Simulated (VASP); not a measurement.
Runs of VASP 6.6.1 on V. The structure is that of space group Im-3m (No. 229), or close to it. The cells are those of the table. 

```tsv
cell	further INCAR settings	gap on the mesh (eV)	pressure (GPa)
a = 2.997, b = 2.997, c = 3.057 Å, 2 atoms	ALGO = Fast; EDIFF = 1e-06; NBANDS = 20	none	-3.2
a = 2.997, b = 2.997, c = 3.177 Å, 2 atoms	ALGO = Fast; EDIFF = 1e-06; NBANDS = 20	none	(b)
a = 2.997, b = 2.997, c = 2.877 Å, 2 atoms	ALGO = Fast; EDIFF = 1e-06; NBANDS = 20	none	8.4
a = 2.997, b = 2.997, c = 2.937 Å, 2 atoms	ALGO = Fast; EDIFF = 1e-07; NBANDS = 20	none	4.2
a = 2.997, b = 2.997, c = 2.817 Å, 2 atoms	ALGO = Fast; EDIFF = 1e-06; NBANDS = 20	none	(a)
a = 2.997, b = 2.997, c = 3.117 Å, 2 atoms	ALGO = Fast; EDIFF = 1e-06; NBANDS = 20	none	-6.4
```

Alike in all rows: task single point; level PBE; potentials or basis VASP PAW PBE potentials, release 64 (V_sv); no spin polarisation; k mesh 18 × 18 × 18; cutoff (eV) 520; smearing gaussian 0.1 eV.

Q: Estimate the missing entries.

A: (a) 13.2; (b) -9.1.

Caveats: the cell stands under tension (at least some runs); the cell stands under pressure (at least some runs).

A gap of «none» marks levels without a gap at the run's occupations.
